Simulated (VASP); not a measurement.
Wanted: the native input for a VASP 6.6.1 run.

```
Task                   : single point
Functional             : PBEsol
Potentials or basis    : VASP PAW PBE potentials, release 64 (Li_sv)
Cutoff                 : 520 eV
k mesh                 : 8 × 8 × 8
Occupations            : methfessel-paxton, width 0.1 eV
Spin                   : no spin polarisation
Dipole correction      : no
Further INCAR settings : ALGO = Normal; EDIFF = 1e-06; NBANDS = 12
```

The structure of Li lies in POSCAR:

```
Li
1.0
    1.5505000000      0.8951815924      7.5883000000
   -1.5505000000      0.8951815924      7.5883000000
    0.0000000000     -1.7903631848      7.5883000000
Li
3
Direct
    0.7780000000      0.7780000000      0.7780000000
    0.2220000000      0.2220000000      0.2220000000
    0.0000000000      0.0000000000      0.0000000000
```

These files were run (other wordings do the same):

INCAR

```
SYSTEM = Li
ALGO = Normal
EDIFF = 1E-6
ENCUT = 520
GGA = PS
ISIF = 2
ISMEAR = 1
LASPH = .True.
LCHARG = .False.
LREAL = .False.
LWAVE = .False.
NBANDS = 12
NELM = 60
PREC = Accurate
SIGMA = 0.1
```

KPOINTS

```
k-points
0
Gamma
  8 8 8
  0 0 0
```

Potentials or basis: VASP PAW PBE potentials, release 64 (Li_sv).

Launch:

```sh
$ cat potpaw_PBE.64/Li_sv/POTCAR > POTCAR
$ mpirun -np 1 vasp_std > vasp.out
```

It gave:

| Property | Result |
| --- | --- |
| Largest force | 0.009 eV/Å |
| Band gap on the k mesh | zero (an odd number of electrons rules out a gap without spin polarisation) |

Caveat: the PAW data sets were made with another functional, which shifts forces and pressure a little.

Run time: 2.9 min on 1 thread of AMD EPYC 7R43 64-Core Processor (Zen 3), with other jobs on the host, peak memory 0.41 GiB.
